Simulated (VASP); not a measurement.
# In (I4_1/amd) in VASP: notebook

In is run at these levels: PBE; tasks: single point.

Everything below comes from runs of VASP 6.6.1. Logs are shortened: lines on timing, memory, paths and dates and some standing lists are left out, and cuts for length are marked.

## Step 1: The cell of the first run

Symmetry: I4_1/amd, No. 141, tetragonal system. Conventional cell: a = 5.015 Å, b = 5.015 Å, c = 2.653 Å, α = 90.00°, β = 90.00°, γ = 90.00°. Within 3.4 Å of In (site symmetry -4m2) lie 10 In at 2.59 to 3.20 Å.

## Step 2: Single point, PBE

The input, INCAR:

```
  PREC = Accurate
  ENCUT = 520
  EDIFF = 1E-6
  ISMEAR = -1
  SIGMA = 0.05
  LREAL = F
  LASPH = T
  NELM = 80
  ALGO = Normal
  ISIF = 2
  LWAVE = F
  LCHARG = F
  GGA = PE
  NBANDS = 20
```

The input, KPOINTS:

```
Automatic mesh
0
Gamma
  13 13 13
```

The input, POSCAR:

```
In
1.0
   -2.5075927358      2.5075927358      1.3266286546
    2.5075927358     -2.5075927358      1.3266286546
    2.5075927358      2.5075927358     -1.3266286546
In
2
Direct
   -0.3750000000     -0.1250000000     -0.2500000000
    0.3750000000      0.1250000000      0.2500000000
```

Potentials or basis: VASP PAW PBE potentials, release 64 (In_d).

Run with:

```bash
$ cat potpaw_PBE.64/In_d/POTCAR > POTCAR
$ mpirun -np 1 vasp_std > vasp.out
```

OUTCAR:

```text
PREC = Accurate
   ENCUT = 520
   EDIFF = 1E-6
   ISMEAR = -1
   LREAL = F
   LASPH = T
   NELM = 80
   ISIF = 2
   GGA = PE

 ion  position               nearest neighbor table
   1  0.625  0.875  0.750-   2 2.59   2 2.59   2 2.59   2 2.59   2 3.20   2 3.20   2 3.20   2 3.20

   2  0.375  0.125  0.250-   1 2.59   1 2.59   1 2.59   1 2.59   1 3.20   1 3.20   1 3.20   1 3.20

  LATTYP: Found a body centered tetragonal cell.
 ALAT       =     5.0151854716
 C/A-ratio  =     0.5290447032

  Lattice vectors:

 A1 = (  -2.5075927358,   2.5075927358,   1.3266286546)
 A2 = (   2.5075927358,  -2.5075927358,   1.3266286546)
 A3 = (   2.5075927358,   2.5075927358,  -1.3266286546)

Analysis of symmetry for initial positions (statically):
=====================================================================
 Subroutine PRICEL returns:
 Original cell was already a primitive cell.

 Routine SETGRP: Setting up the symmetry group for a
 body centered tetragonal supercell.

 Subroutine GETGRP returns: Found 16 space group operations
 (whereof  4 operations were pure point group operations)
 out of a pool of 16 trial point group operations.

The static configuration has the point symmetry C_2h.
 The point group associated with its full space group is D_4h.

Analysis of symmetry for dynamics (positions and initial velocities):
=====================================================================
 Subroutine PRICEL returns:
 Original cell was already a primitive cell.

 Routine SETGRP: Setting up the symmetry group for a
 body centered tetragonal supercell.

 Subroutine GETGRP returns: Found 16 space group operations
 (whereof  4 operations were pure point group operations)
 out of a pool of 16 trial point group operations.

The dynamic configuration has the point symmetry C_2h.
 The point group associated with its full space group is D_4h.

 Subroutine INISYM returns: Found 16 space group operations
 (whereof  4 operations are pure point group operations),
 and found     1 'primitive' translations

----------------------------------------------------------------------------------------

                                     Primitive cell

  volume of cell :      33.3675

  direct lattice vectors                    reciprocal lattice vectors
    -2.507592736  2.507592736  1.326628655     0.000000000  0.199394420  0.376895221
     2.507592736 -2.507592736  1.326628655     0.199394420  0.000000000  0.376895221
     2.507592736  2.507592736 -1.326628655     0.199394420  0.199394420  0.000000000

  length of vectors
     3.786289245  3.786289245  3.786289245     0.426389660  0.426389660  0.281986294

  position of ions in fractional coordinates (direct lattice)
     0.625000000  0.875000000  0.750000000
     0.375000000  0.125000000  0.250000000

  ion indices of the primitive-cell ions
   primitive index   ion index
                 1           1
                 2           2

----------------------------------------------------------------------------------------

 KPOINTS: Automatic mesh

Automatic generation of k-mesh.
 Grid dimensions read from file:
 generate k-points for:   13   13   13

 Generating k-lattice:

  Cartesian coordinates                     Fractional coordinates (reciprocal lattice)
     0.000000000  0.015338032  0.028991940     0.076923077  0.000000000  0.000000000
     0.015338032  0.000000000  0.028991940     0.000000000  0.076923077  0.000000000
     0.015338032  0.015338032  0.000000000     0.000000000  0.000000000  0.076923077

  Length of vectors
     0.032799205  0.032799205  0.021691253

  Shift w.r.t. Gamma in fractional coordinates (k-lattice)
     0.000000000  0.000000000  0.000000000

 Subroutine IBZKPT returns following result:
 ===========================================

 Found    196 irreducible k-points:

 Following reciprocal coordinates:
            Coordinates               Weight
  0.000000  0.000000  0.000000      1.000000
  0.076923  0.000000 -0.000000      8.000000
  0.153846  0.000000 -0.000000      8.000000
  0.230769  0.000000 -0.000000      8.000000
  0.307692  0.000000 -0.000000      8.000000
  0.384615  0.000000 -0.000000      8.000000
[... 16 lines left out ...]
  0.384615  0.153846  0.000000     16.000000
  0.461538  0.153846 -0.000000     16.000000
 [... further k-points ...]
   k-points           NKPTS =    196   k-points in BZ     NKDIM =    196   number of bands    NBANDS=     20
   number of dos      NEDOS =    301   number of ions     NIONS =      2
   total plane-waves  NPLWV =  21952
   dimension x,y,z NGX =    28 NGY =   28 NGZ =   28
   dimension x,y,z NGXF=    56 NGYF=   56 NGZF=   56
   ions per type =               2
   NGX,Y,Z   is equivalent  to a cutoff of  12.29, 12.29, 12.29 a.u.
   NGXF,Y,Z  is equivalent  to a cutoff of  24.59, 24.59, 24.59 a.u.
 SYSTEM =  unknown system
   PREC   = accura    normal or accurate (medium, high low for compatibility)
   ISTART =      0    job   : 0-new  1-cont  2-samecut
   ICHARG =      2    charge: 1-file 2-atom 10-const
   ISPIN  =      1    spin polarized calculation?
   LNONCOLLINEAR =      F non collinear calculations
   LSORBIT =      F    spin-orbit coupling
   LASPH  =      T    aspherical Exc in radial PAW
   ENCUT  =  520.0 eV  38.22 Ry    6.18 a.u.   7.04  7.04  7.04*2*pi/ulx,y,z
   NELM   =     80;   NELMIN=  2; NELMDL= -5     # of ELM steps
   EDIFF  = 0.1E-05   stopping-criterion for ELM
   LREAL  =      F    real-space projection
   EDIFFG = 0.1E-04   stopping-criterion for IOM
   NSW    =      0    number of steps for IOM
   IBRION =     -1    ionic relax: 0-MD 1-quasi-New 2-CG
   NFREE  =      0    steps in history (QN), initial steepest desc. (CG)
   ISIF   =      2    stress and relaxation
   ISYM   =      2    0-nonsym 1-usesym 2-fastsym
   POTIM  = 0.5000    time-step for ionic-motion
   TEBEG  =    0.0;   TEEND  =   0.0 temperature during run
   PSTRESS=    0.0 pullay stress
   NELECT =      26.0000    total number of electrons
   NUPDOWN=      -1.0000    fix difference up-down
   EMIN   =  10.00;   EMAX   =-10.00  energy-range for DOS
   EFERMI =   0.00;   METHOD = LEGACY
   ISMEAR =    -1;   SIGMA  =   0.05  broadening in eV -4-tet -1-fermi 0-gaus
   EFERMI_NEDOS =   21; number of points for ismear=-14 and -15
   IALGO  =     38    algorithm
   IMIX   =      4    mixing-type and parameters
     AMIX     =   0.40;   BMIX     =  1.00
     AMIX_MAG =   1.60;   BMIX_MAG =  1.00
  volume/ion in A,a.u.               =      16.68       112.59
  Fermi-wavevector in a.u.,A,eV,Ry     =   1.506462  2.846800 30.877436  2.269427
  Thomas-Fermi vector in A             =   2.617176
   LORBIT       =      0    0 simple, 1 ext, 2 COOP (PROOUT), +10 PAW based schemes
   GGA     = PE    functional components
   LHFCALC =     F    Hartree Fock is set to
   AEXX    =    0.0000 exact exchange contribution
   IVDW    =     0    specifies the selected vdW correction
   LEPSILON=     F    determine dielectric tensor
   LRPA    =     F    only Hartree local field effects (RPA)
 non-spin polarized calculation
  energy-cutoff  :      520.00
  volume of cell :       33.37
 maximum number of plane-waves:       924
   NGX = 15   NGY = 15   NGZ = 15

 number of electron      26.0000001 magnetization

 Free energy of the ion-electron system (eV)
  ---------------------------------------------------
  ext. energy  EPLUGINS =         0.00000000
  ---------------------------------------------------
  free energy    TOTEN  =        -1.79820013 eV

  energy without entropy =       -1.79250377  energy(sigma->0) =       -1.79535195

 E-fermi :  13.9362     XC(G=0): -12.5461

 val. band max:       13.9132381388   @ k =  -0.3077  -0.3077   0.1538
 cond. band min:      13.9694477368   @ k =  -0.0769  -0.2308   0.0769
 fundamental gap:      0.0562095980
 Fermi energy:        13.9361539995

 k-point     1 :       0.0000    0.0000    0.0000
  band No.  band energies     occupation
      1      -2.8006      2.00000
      2      -2.5583      2.00000
      3      -2.4390      2.00000
      4      -2.3953      2.00000
      5      -1.1511      2.00000
      6      -1.1511      2.00000
[... 12 lines left out ...]
     19      28.7794      0.00000
     20      29.5969      0.00000

 k-point     2 :       0.0769    0.0000   -0.0000
  band No.  band energies     occupation
      1      -2.7839      2.00000
      2      -2.5218      2.00000
      3      -2.3706      2.00000
      4      -2.2957      2.00000
      5      -1.2617      2.00000
      6      -1.2541      2.00000
[... 12 lines left out ...]
     19      27.0740      0.00000
     20      27.0769      0.00000

 k-point     3 :       0.1538    0.0000   -0.0000
  band No.  band energies     occupation
      1      -2.7264      2.00000
      2      -2.4208      2.00000
      3      -2.2000      2.00000
      4      -2.0414      2.00000
      5      -1.4603      2.00000
      6      -1.3959      2.00000
[... 12 lines left out ...]
     19      24.6623      0.00000
     20      25.6760      0.00000

 k-point     4 :       0.2308    0.0000   -0.0000
  band No.  band energies     occupation
      1      -2.6394      2.00000
      2      -2.2850      2.00000
      3      -2.0582      2.00000
      4      -1.7748      2.00000
      5      -1.6813      2.00000
      6      -1.4217      2.00000
[... 12 lines left out ...]
     19      22.6467      0.00000
     20      25.5225      0.00000

 k-point     5 :       0.3077    0.0000   -0.0000
  band No.  band energies     occupation
      1      -2.5624      2.00000
      2      -2.2033      2.00000
      3      -2.0566      2.00000
      4      -1.8136      2.00000
      5      -1.8097      2.00000
      6      -1.4030      2.00000
[... 12 lines left out ...]
     19      22.0936      0.00000
     20      24.8159      0.00000
[... 353 lines left out ...]
      6      -1.6188      2.00000
[... 12 lines left out ...]
     19      23.4393      0.00000
     20      25.6925      0.00000

 k-point    22 :       0.3077    0.1538   -0.0000
  band No.  band energies     occupation
      1      -2.5999      2.00000
      2      -2.3447      2.00000
      3      -2.0012      2.00000
      4      -1.9545      2.00000
      5      -1.6851      2.00000
      6      -1.6630      2.00000
[... 12 lines left out ...]
     19      25.3209      0.00000
     20      25.6667      0.00000

 k-point    23 :       0.3846    0.1538    0.0000
  band No.  band energies     occupation
      1      -2.5628      2.00000
      2      -2.3432      2.00000
      3      -2.1208      2.00000
      4      -1.9149      2.00000
      5      -1.6921      2.00000
      6      -1.5641      2.00000
[... 12 lines left out ...]
     19      25.7207      0.00000
     20      26.2951      0.00000

 k-point    24 :       0.4615    0.1538   -0.0000
  band No.  band energies     occupation
      1      -2.4973      2.00000
      2      -2.2480      2.00000
      3      -2.1650      2.00000
      4      -1.9170      2.00000
      5      -1.6475      2.00000
      6      -1.5392      2.00000
[... 12 lines left out ...]
     19      26.1102      0.00000
     20      26.7097      0.00000

 [... further k-points ...]

------------------------ aborting loop because EDIFF is reached ----------------------------------------

  FORCE on cell =-STRESS in cart. coord.  units (eV):
  Direction    XX          YY          ZZ          XY          YZ          ZX
  --------------------------------------------------------------------------------------
  -------------------------------------------------------------------------------------
  Total       15.4339680     15.4339680     15.4324723      0.0000000     -0.0000000      0.0000000
  in kB      741.0795114    741.0795114    741.0076944      0.0000000     -0.0000000      0.0000000
  external PRESSURE =     741.0555724 kB  Pullay stress =       0.0000000 kB

 VOLUME and BASIS-vectors are now :
 -----------------------------------------------------------------------------
  energy-cutoff  :      520.00
  volume of cell :       33.37
      direct lattice vectors                 reciprocal lattice vectors
    -2.507592736  2.507592736  1.326628655     0.000000000  0.199394420  0.376895221
     2.507592736 -2.507592736  1.326628655     0.199394420  0.000000000  0.376895221
     2.507592736  2.507592736 -1.326628655     0.199394420  0.199394420  0.000000000

 POSITION                                       TOTAL-FORCE (eV/Angst)
 -----------------------------------------------------------------------------------
      2.50759      1.25380      0.99497         0.000000     -0.000000      0.000000
     -0.00000      1.25380      0.33166        -0.000000      0.000000     -0.000000
 -----------------------------------------------------------------------------------
    total drift:                                0.000000      0.000000     -0.000000

  FREE ENERGIE OF THE ION-ELECTRON SYSTEM (eV)
  ---------------------------------------------------
  free  energy   TOTEN  =        -1.7982001278 eV

  energy  without entropy=       -1.7925037691  energy(sigma->0) =       -1.79535195
```

It took 76 s on 1 thread of AMD EPYC 9R45 (Zen 5), shared host; peak memory 0.2 GiB.

Results:

* Free energy: -1.7982 eV
* Pressure: 74.1 GPa
* Band gap on the k mesh: zero (bands 13 and 14 overlap by 9.14 eV)

Levels at points of the mesh, in eV from the Fermi level:
| k point | band 9 | band 10 | band 11 | band 12 | band 13 | band 14 | band 15 | band 16 | band 17 | band 18 |
| --- | --- | --- | --- | --- | --- | --- | --- | --- | --- | --- |
| (0.00, 0.00, 0.00) | -14.66 | -14.21 | -13.38 | -1.32 | -1.32 | 1.76 | 4.45 | 10.68 | 10.68 | 14.74 |

Caveat: the cell stands under pressure; spin-orbit coupling is left out, which moves the levels of the heavy elements.

(Continued in part 2 of 2.)
